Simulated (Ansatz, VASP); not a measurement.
BAs: VASP beside Ansatz

INCAR

```
SYSTEM = BAs
  ALGO = Normal
  EDIFF = 1E-6
  ENCUT = 520
  GGA = PE
  ISIF = 2
  ISMEAR = -1
  LASPH = .TRUE.
  LCHARG = .FALSE.
  LREAL = .FALSE.
  LWAVE = .FALSE.
  NBANDS = 11
  NELM = 80
  PREC = Accurate
  SIGMA = 0.02
```

The input KPOINTS:

```
k-points
0
G
  10 10 10
  0 0 0
```

File POSCAR:

```
BAs
1.0
    0.0000000000      2.2961928999      2.2961928999
    2.2961928999      0.0000000000      2.2961928999
    2.2961928999      2.2961928999      0.0000000000
B As
1 1
Direct
    0.0000000000      0.0000000000      0.0000000000
    0.2500000000      0.2500000000      0.2500000000
```

Input for Ansatz:

```yaml
crystal:
  lattice:
    - [0.0, 2.2961928999, 2.2961928999]
    - [2.2961928999, 0.0, 2.2961928999]
    - [2.2961928999, 2.2961928999, 0.0]
  atoms:
    - { symbol: B, position: [0.0, 0.0, 0.0] }
    - { symbol: As, position: [0.25, 0.25, 0.25] }
kpoints:
  mp_grid: { grid: [10, 10, 10] }
  band_path:
    path:
      - [0.0, 0.0, 0.0]
      - [-0.5, -0.5, 0.0]
      - [-0.375, -0.375, 0.25]
      - [-0.375, 0.0, 0.375]
      - [0.0, 0.0, 0.5]
      - [-0.5, -0.25, 0.25]
      - [0.0, 0.40625, 0.40625]
    npoints: 1
hamiltonian:
  xc: pbe
scf:
  occupations: { method: fermi_dirac, width: 0.02 }
  n_extra_bands: 4
output:
  forces: true
  stress: true
  eigenvalues: true
```

Change from the starting cell: hydrostatic strain -4.0%.

Alike in both runs: task single point; functional PBE; k mesh 10 × 10 × 10; occupations fermi-dirac, width 0.02 eV; no spin polarisation.

```csv
,VASP,Ansatz
version,VASP 6.6.1,Ansatz 0.2.0
potentials or method,"VASP PAW PBE potentials, release 64 (B, As)","plane waves, PAW"
plane-wave cutoff (eV),520,420
valence electrons in the cell,8,18
```

```tsv
	VASP	Ansatz	Ansatz less VASP
gap on the k mesh at the Fermi level (eV)	1.05	1.06	+0.011
pressure (GPa)	25.3	24.1	-1.15
```

The functional is the same, so the differences come from potentials, cutoffs and numerics. VASP's potentials hold 8 valence electrons a cell and Ansatz's 18, so a difference there can come from the potentials and not from the codes.
